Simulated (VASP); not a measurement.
A run of VASP 6.6.1:

INCAR

```
PREC = Accurate ; ENCUT = 520
EDIFF = 1E-7 ; ISMEAR = 0
SIGMA = 0.05 ; LREAL = False
LASPH = True ; NELM = 80
ALGO = Normal ; ISIF = 2
LWAVE = False ; LCHARG = False
GGA = PE ; NBANDS = 54
```

File KPOINTS:

```
regular mesh
0
Gamma
  8 8 8
```

File POSCAR:

```
FeGe
1.0
    4.6108661177      0.0000000000      0.0000000000
    0.0000000000      4.6108661177      0.0000000000
    0.0000000000      0.0000000000      4.6108661177
Fe Ge
4 4
Direct
    0.1341106627      0.1341106627      0.1341106627
    0.3658893373      0.8658893373      0.6341106627
    0.6341106627      0.3658893373      0.8658893373
    0.8658893373      0.6341106627      0.3658893373
    0.8385707116      0.8385707116      0.8385707116
    0.6614292884      0.1614292884      0.3385707116
    0.3385707116      0.6614292884      0.1614292884
    0.1614292884      0.3385707116      0.6614292884
```

Potentials or basis: VASP PAW PBE potentials, release 64 (Fe, Ge_d).

Run with:

```sh
$ cat potpaw_PBE.64/Fe/POTCAR potpaw_PBE.64/Ge_d/POTCAR > POTCAR
$ mpirun -np 1 vasp_std > vasp.out
```

Hardware: 1 thread of Intel(R) Xeon(R) 6975P-C (Granite Rapids), with other jobs on the host.

Task: Estimate the wall time of this run.

Result: Wall time 110 s on 1 thread of Intel(R) Xeon(R) 6975P-C (Granite Rapids), with other jobs on the host, peak memory 0.32 GiB. Counts: scf iterations 17, k points 45.
